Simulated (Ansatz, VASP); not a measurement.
**One calculation of CdS, two programs**

```xyz
4
Lattice="4.0747 0.0000 0.0000 -2.0374 3.5288 0.0000 0.0000 0.0000 6.6354" Properties=species:S:1:pos:R:3 pbc="T T T"
Cd    0.0000    2.3525   -0.0043
Cd    2.0374    1.1763    3.3135
S     0.0000    2.3525    2.4925
S     2.0374    1.1763    5.8102
```

Alike in both runs: task single point; functional LDA; k mesh 6 × 6 × 4; occupations gaussian, width 0.02 eV; no spin polarisation.

```csv
,VASP,Ansatz
version,VASP 6.6.1,Ansatz 0.2.0
potentials or method,"VASP PAW LDA potentials, release 64 (Cd, S), cutoff 500 eV","scalar-relativistic, plane waves, PAW"
valence electrons in the cell,36,52
```

```tsv
	VASP	Ansatz	Ansatz less VASP
gap on the k mesh at the Fermi level (eV)	1.06	1.03	-0.030
pressure (GPa)	0.5	0.0	-0.54
```

LDA's correlation is that of Perdew and Zunger in VASP and of Perdew and Wang (1992) in Ansatz. VASP's potentials hold 36 valence electrons a cell and Ansatz's 52, so a difference there can come from the potentials and not from the codes.
